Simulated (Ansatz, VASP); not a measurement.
KCl in VASP and in Ansatz

Contents of INCAR:

```
PREC     = Accurate       # precision mode
ENCUT    = 520            # plane-wave cutoff, eV
EDIFF    = 1E-7           # SCF threshold, eV
ISMEAR   = 0              # smearing method
SIGMA    = 0.05           # smearing width, eV
LREAL    = F              # projectors in reciprocal space
LASPH    = T              # aspherical terms in the spheres
NELM     = 60             # most SCF steps
ALGO     = Normal         # electronic algorithm
ISIF     = 2              # what is computed and relaxed
LWAVE    = F              # write WAVECAR
LCHARG   = T              # write CHGCAR
GGA      = PE             # functional
LELF     = T              # ELF
LVHAR    = T            
NBANDS   = 15             # bands
```

Contents of KPOINTS:

```
Automatic mesh
0
Gamma
  6 6 6
```

Contents of POSCAR:

```
KCl
1.0
    0.0000000000      3.0298560000      3.1561000000
    3.1561000000      0.0000000000      3.1561000000
    3.1561000000      3.0298560000      0.0000000000
K Cl
1 1
Direct
    0.0000000000      0.0000000000      0.0000000000
    0.5000000000      0.5000000000      0.5000000000
```

Input for Ansatz:

```yaml
crystal:
  lattice:
    - [0.0, 3.029856, 3.1561]
    - [3.1561, 0.0, 3.1561]
    - [3.1561, 3.029856, 0.0]
  atoms:
    - { symbol: K, position: [0.0, 0.0, 0.0] }
    - { symbol: Cl, position: [0.5, 0.5, 0.5] }
basis:
  ecutwfc: 420
kpoints:
  mp_grid: { grid: [6, 6, 6] }
hamiltonian:
  xc: pbe
scf:
  occupations: { method: gaussian, width: 0.05 }
output:
  forces: true
  stress: true
  eigenvalues: true
```

Change from the starting cell: strain -0.0400 x Voigt [0, 1, 0, 0, 0, 0], atoms carried along.

Alike in both runs: task single point; functional PBE; k mesh 6 × 6 × 6; occupations gaussian, width 0.05 eV; no spin polarisation.

|  | VASP | Ansatz |
| --- | --- | --- |
| version | VASP 6.6.1 | Ansatz 0.2.0 |
| potentials or method | VASP PAW PBE potentials, release 64 (K_sv, Cl), cutoff 520 eV | scalar-relativistic, plane waves, PAW |
| valence electrons in the cell | 16 | 16 |

```csv
,VASP,Ansatz,Ansatz less VASP
gap on the k mesh at the Fermi level (eV),5.27,5.27,+0.003
least direct gap on the mesh (eV),5.27,5.27,+0.003
pressure (GPa),1.6,1.5,-0.03
"traceless stress, the component that is largest in VASP (GPa)",1.33,1.31,-0.024
```

The functional is the same, so the differences come from potentials, cutoffs and numerics.
